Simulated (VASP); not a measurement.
Crystal: InSe.

```
In Se
1.0
     2.01325    1.16235    8.49590
    -2.01325    1.16235    8.49590
     0.00000   -2.32470    8.49590
In Se
2 2
Cartesian
  0.0000 0.0000 22.6484
  0.0000 0.0000 0.0000
  0.0000 0.0000 4.3813
  0.0000 0.0000 9.7745
```

Base run:

| Property | Result |
| --- | --- |
| Program | VASP 6.6.1 |
| Functional | PBEsol |
| Dispersion | D3(BJ) |
| Potentials or basis | VASP PAW PBE potentials, release 64 (In_d, Se) |
| Cutoff | 520 eV |
| k mesh | 8 × 8 × 8 |
| Occupations | fermi-dirac, width 0.05 eV |
| Spin | no spin polarisation |

Its results: band gap on the k mesh 0.28 eV; pressure -2.3 GPa; largest force 0.229 eV/Å.

Task: The run is repeated on the same cell with these changes: dispersion from D3(BJ) to none. What comes out?

Result: Band gap on the k mesh 0.28 eV; pressure -0.7 GPa; largest force 0.239 eV/Å.

Dispersion adds attraction, which lowers the pressure at fixed volume and, as a term added to the energy, leaves the levels alone.

Caveats: semilocal functionals underestimate gaps, and a narrow one can read as zero; the PAW data sets were made with another functional, which shifts forces and pressure a little; spin-orbit coupling is left out, which moves the levels of the heavy elements.

A k mesh can miss the band edges.
